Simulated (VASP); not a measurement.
# Pt (P6_3/mmc) in VASP: single point with PBE

Aim: the single point of Pt with PBE.

Program: VASP 6.6.1. These are calculated values, not measurements. Logs are shortened: lines on timing, memory, paths and dates and some standing lists are left out, and cuts for length are marked.

## Step 1: The cell of the first run

Symmetry: P6_3/mmc, No. 194, hexagonal system. The conventional cell has a = 2.352 Å, b = 2.352 Å, c = 3.949 Å, α = 90.00°, β = 90.00°, γ = 120.00°. Within 3.1 Å of Pt (site symmetry -6m2) lie 12 Pt at 2.35 to 2.40 Å.

This isn't the form of Pt at room conditions, which is fcc.

## Step 2: Single point, PBE

Input file INCAR:

```
ALGO = Normal ; EDIFF = 1E-6
ENCUT = 570 ; GGA = PE
GGA_COMPAT = F ; ISIF = 2
ISMEAR = -1 ; LASPH = T
LCHARG = F ; LREAL = F
LWAVE = F ; NBANDS = 25
NELM = 120 ; PREC = Accurate
SIGMA = 0.05
```

Input file KPOINTS:

```
k-points
0
Gamma
  15 15 8
```

Input file POSCAR:

```
Pt
1.0
    2.3515587664      0.0000000000      0.0000000000
   -1.1757793832      2.0365096302      0.0000000000
    0.0000000000      0.0000000000      3.9492378347
Pt
2
Direct
    0.3333333333      0.6666666667      0.2500000000
    0.6666666667      0.3333333333      0.7500000000
```

Potentials or basis: VASP PAW PBE potentials, release 64 (Pt_sv_GW).

Launch:

```bash
$ cat potpaw_PBE.64/Pt_sv_GW/POTCAR > POTCAR
$ mpirun -np 1 vasp_std > vasp.out
```

OUTCAR:

```text
EDIFF = 1E-6
   ENCUT = 570
   GGA = PE
   ISIF = 2
   ISMEAR = -1
   LASPH = T
   LREAL = F
   NELM = 120
   PREC = Accurate

 ion  position               nearest neighbor table
   1  0.333  0.667  0.250-   2 2.40   2 2.40   2 2.40   2 2.40   2 2.40   2 2.40
   2  0.667  0.333  0.750-   1 2.40   1 2.40   1 2.40   1 2.40   1 2.40   1 2.40

  LATTYP: Found a hexagonal cell.
 ALAT       =     2.3515587664
 C/A-ratio  =     1.6794127755

  Lattice vectors:

 A1 = (   2.3515587664,   0.0000000000,   0.0000000000)
 A2 = (  -1.1757793832,   2.0365096302,   0.0000000000)
 A3 = (   0.0000000000,   0.0000000000,   3.9492378347)

Analysis of symmetry for initial positions (statically):
=====================================================================
 Subroutine PRICEL returns:
 Original cell was already a primitive cell.

 Routine SETGRP: Setting up the symmetry group for a
 hexagonal supercell.

 Subroutine GETGRP returns: Found 24 space group operations
 (whereof 12 operations were pure point group operations)
 out of a pool of 24 trial point group operations.

The static configuration has the point symmetry D_3d.
 The point group associated with its full space group is D_6h.

Analysis of symmetry for dynamics (positions and initial velocities):
=====================================================================
 Subroutine PRICEL returns:
 Original cell was already a primitive cell.

 Routine SETGRP: Setting up the symmetry group for a
 hexagonal supercell.

 Subroutine GETGRP returns: Found 24 space group operations
 (whereof 12 operations were pure point group operations)
 out of a pool of 24 trial point group operations.

The dynamic configuration has the point symmetry D_3d.
 The point group associated with its full space group is D_6h.

 Subroutine INISYM returns: Found 24 space group operations
 (whereof 12 operations are pure point group operations),
 and found     1 'primitive' translations

----------------------------------------------------------------------------------------

                                     Primitive cell

  volume of cell :      18.9128

  direct lattice vectors                    reciprocal lattice vectors
     2.351558766  0.000000000  0.000000000     0.425249845  0.245518112  0.000000000
    -1.175779383  2.036509630  0.000000000     0.000000000  0.491036225  0.000000000
     0.000000000  0.000000000  3.949237835     0.000000000  0.000000000  0.253213415

  length of vectors
     2.351558766  2.351558766  3.949237835     0.491036225  0.491036225  0.253213415

  position of ions in fractional coordinates (direct lattice)
     0.333333333  0.666666667  0.250000000
     0.666666667  0.333333333  0.750000000

  ion indices of the primitive-cell ions
   primitive index   ion index
                 1           1
                 2           2

----------------------------------------------------------------------------------------

 KPOINTS: k-points

Automatic generation of k-mesh.
 Grid dimensions read from file:
 generate k-points for:   15   15    8

 Generating k-lattice:

  Cartesian coordinates                     Fractional coordinates (reciprocal lattice)
     0.028349990  0.016367874  0.000000000     0.066666667 -0.000000000  0.000000000
     0.000000000  0.032735748  0.000000000     0.000000000  0.066666667  0.000000000
     0.000000000  0.000000000  0.031651677     0.000000000  0.000000000  0.125000000

  Length of vectors
     0.032735748  0.032735748  0.031651677

  Shift w.r.t. Gamma in fractional coordinates (k-lattice)
     0.000000000  0.000000000  0.000000000

 Subroutine IBZKPT returns following result:
 ===========================================

 Found    135 irreducible k-points:

 Following reciprocal coordinates:
            Coordinates               Weight
  0.000000  0.000000  0.000000      1.000000
  0.066667  0.000000  0.000000      6.000000
  0.133333  0.000000  0.000000      6.000000
  0.200000  0.000000  0.000000      6.000000
  0.266667  0.000000  0.000000      6.000000
  0.333333  0.000000  0.000000      6.000000
[... 16 lines left out ...]
  0.333333  0.200000  0.000000     12.000000
  0.400000  0.200000  0.000000      6.000000
 [... further k-points ...]
   k-points           NKPTS =    135   k-points in BZ     NKDIM =    135   number of bands    NBANDS=     25
   number of dos      NEDOS =    301   number of ions     NIONS =      2
   total plane-waves  NPLWV =  10368
   dimension x,y,z NGX =    18 NGY =   18 NGZ =   32
   dimension x,y,z NGXF=    36 NGYF=   36 NGZF=   64
   ions per type =               2
   NGX,Y,Z   is equivalent  to a cutoff of  12.73, 12.73, 13.47 a.u.
   NGXF,Y,Z  is equivalent  to a cutoff of  25.45, 25.45, 26.94 a.u.
 SYSTEM =  unknown system
   PREC   = accura    normal or accurate (medium, high low for compatibility)
   ISTART =      0    job   : 0-new  1-cont  2-samecut
   ICHARG =      2    charge: 1-file 2-atom 10-const
   ISPIN  =      1    spin polarized calculation?
   LNONCOLLINEAR =      F non collinear calculations
   LSORBIT =      F    spin-orbit coupling
   LASPH  =      T    aspherical Exc in radial PAW
   ENCUT  =  570.0 eV  41.89 Ry    6.47 a.u.   4.58  4.58  7.69*2*pi/ulx,y,z
   NELM   =    120;   NELMIN=  2; NELMDL= -5     # of ELM steps
   EDIFF  = 0.1E-05   stopping-criterion for ELM
   LREAL  =      F    real-space projection
   EDIFFG = 0.1E-04   stopping-criterion for IOM
   NSW    =      0    number of steps for IOM
   IBRION =     -1    ionic relax: 0-MD 1-quasi-New 2-CG
   NFREE  =      0    steps in history (QN), initial steepest desc. (CG)
   ISIF   =      2    stress and relaxation
   ISYM   =      2    0-nonsym 1-usesym 2-fastsym
   POTIM  = 0.5000    time-step for ionic-motion
   TEBEG  =    0.0;   TEEND  =   0.0 temperature during run
   PSTRESS=    0.0 pullay stress
   NELECT =      36.0000    total number of electrons
   NUPDOWN=      -1.0000    fix difference up-down
   EMIN   =  10.00;   EMAX   =-10.00  energy-range for DOS
   EFERMI =   0.00;   METHOD = LEGACY
   ISMEAR =    -1;   SIGMA  =   0.05  broadening in eV -4-tet -1-fermi 0-gaus
   EFERMI_NEDOS =   21; number of points for ismear=-14 and -15
   IALGO  =     38    algorithm
   IMIX   =      4    mixing-type and parameters
     AMIX     =   0.40;   BMIX     =  1.00
     AMIX_MAG =   1.60;   BMIX_MAG =  1.00
  volume/ion in A,a.u.               =       9.46        63.81
  Fermi-wavevector in a.u.,A,eV,Ry     =   2.028884  3.834034 56.006596  4.116369
  Thomas-Fermi vector in A             =   3.037263
   LORBIT       =      0    0 simple, 1 ext, 2 COOP (PROOUT), +10 PAW based schemes
   GGA     = PE    functional components
   LHFCALC =     F    Hartree Fock is set to
   AEXX    =    0.0000 exact exchange contribution
   IVDW    =     0    specifies the selected vdW correction
   LEPSILON=     F    determine dielectric tensor
   LRPA    =     F    only Hartree local field effects (RPA)
 non-spin polarized calculation
  energy-cutoff  :      570.00
  volume of cell :       18.91
 maximum number of plane-waves:       602
   NGX =  9   NGY =  9   NGZ = 15

 number of electron      35.9999999 magnetization

 Free energy of the ion-electron system (eV)
  ---------------------------------------------------
  ext. energy  EPLUGINS =         0.00000000
  ---------------------------------------------------
  free energy    TOTEN  =        -1.00802828 eV

  energy without entropy =       -0.99111071  energy(sigma->0) =       -0.99956950

 E-fermi :  21.6723     XC(G=0): -17.3634

 val. band max:       21.6697025197   @ k =   0.3333   0.2667   0.3750
 cond. band min:      21.6878616263   @ k =   0.4000   0.0667   0.5000
 fundamental gap:      0.0181591066
 Fermi energy:        21.6723304047

 k-point     1 :       0.0000    0.0000    0.0000
  band No.  band energies     occupation
      1     -79.3807      2.00000
      2     -79.1196      2.00000
      3     -34.8358      2.00000
      4     -32.8440      2.00000
      5     -32.8440      2.00000
      6     -32.5690      2.00000
[... 17 lines left out ...]
     24      38.4652      0.00000
     25      45.4530      0.00000

 k-point     2 :       0.0667    0.0000    0.0000
  band No.  band energies     occupation
      1     -79.3683      2.00000
      2     -79.1122      2.00000
      3     -34.8021      2.00000
      4     -32.9365      2.00000
      5     -32.8712      2.00000
      6     -32.6635      2.00000
[... 17 lines left out ...]
     24      38.9052      0.00000
     25      43.4443      0.00000

 k-point     3 :       0.1333    0.0000    0.0000
  band No.  band energies     occupation
      1     -79.3352      2.00000
      2     -79.0937      2.00000
      3     -34.7057      2.00000
      4     -33.1969      2.00000
      5     -32.9477      2.00000
      6     -32.9279      2.00000
[... 17 lines left out ...]
     24      40.2707      0.00000
     25      41.2945      0.00000

 k-point     4 :       0.2000    0.0000    0.0000
  band No.  band energies     occupation
      1     -79.2845      2.00000
      2     -79.0668      2.00000
      3     -34.5541      2.00000
      4     -33.5754      2.00000
      5     -33.3018      2.00000
      6     -33.0557      2.00000
[... 17 lines left out ...]
     24      40.9374      0.00000
     25      42.3938      0.00000
[... 477 lines left out ...]
 k-point    22 :       0.2667    0.2000    0.0000
  band No.  band energies     occupation
      1     -79.0964      2.00000
      2     -78.9917      2.00000
      3     -34.4489      2.00000
      4     -34.2840      2.00000
      5     -33.8968      2.00000
      6     -33.5951      2.00000
[... 17 lines left out ...]
     24      37.3077      0.00000
     25      41.0507      0.00000

 k-point    23 :       0.3333    0.2000    0.0000
  band No.  band energies     occupation
      1     -79.0574      2.00000
      2     -78.9875      2.00000
      3     -34.6111      2.00000
      4     -34.3301      2.00000
      5     -33.7654      2.00000
      6     -33.7177      2.00000
[... 17 lines left out ...]
     24      37.0317      0.00000
     25      39.5713      0.00000

 k-point    24 :       0.4000    0.2000    0.0000
  band No.  band energies     occupation
      1     -79.0403      2.00000
      2     -78.9881      2.00000
      3     -34.6668      2.00000
      4     -34.3368      2.00000
      5     -33.8355      2.00000
      6     -33.6312      2.00000
[... 17 lines left out ...]
     24      37.4166      0.00000
     25      38.8988      0.00000

 [... further k-points ...]

------------------------ aborting loop because EDIFF is reached ----------------------------------------

  FORCE on cell =-STRESS in cart. coord.  units (eV):
  Direction    XX          YY          ZZ          XY          YZ          ZX
  --------------------------------------------------------------------------------------
  -------------------------------------------------------------------------------------
  Total       54.9381391     54.9381391     54.8595219      0.0000000      0.0000000      0.0000000
  in kB     4654.0273748   4654.0273748   4647.3674025      0.0000000      0.0000000      0.0000000
  external PRESSURE =    4651.8073840 kB  Pullay stress =       0.0000000 kB

 VOLUME and BASIS-vectors are now :
 -----------------------------------------------------------------------------
  energy-cutoff  :      570.00
  volume of cell :       18.91
      direct lattice vectors                 reciprocal lattice vectors
     2.351558766  0.000000000  0.000000000     0.425249845  0.245518112  0.000000000
    -1.175779383  2.036509630  0.000000000     0.000000000  0.491036225  0.000000000
     0.000000000  0.000000000  3.949237835     0.000000000  0.000000000  0.253213415

 POSITION                                       TOTAL-FORCE (eV/Angst)
 -----------------------------------------------------------------------------------
     -0.00000      1.35767      0.98731        -0.000000      0.000000      0.000000
      1.17578      0.67884      2.96193         0.000000     -0.000000      0.000000
 -----------------------------------------------------------------------------------
    total drift:                               -0.000000      0.000000     -0.000000

  FREE ENERGIE OF THE ION-ELECTRON SYSTEM (eV)
  ---------------------------------------------------
  free  energy   TOTEN  =        -1.0080282849 eV

  energy  without entropy=       -0.9911107113  energy(sigma->0) =       -0.99956950
```

Wall time 45 s (1 thread of Intel Xeon Platinum 8488C (Sapphire Rapids), shared host); peak memory 0.19 GiB.

What came out:

- Free energy: -1.0080 eV
- Pressure: 465.2 GPa
- Band gap on the k mesh: zero (bands 18 and 19 overlap by 2.89 eV)

Caveat: the cell stands under pressure; spin-orbit coupling is left out, which moves the levels of the heavy elements.
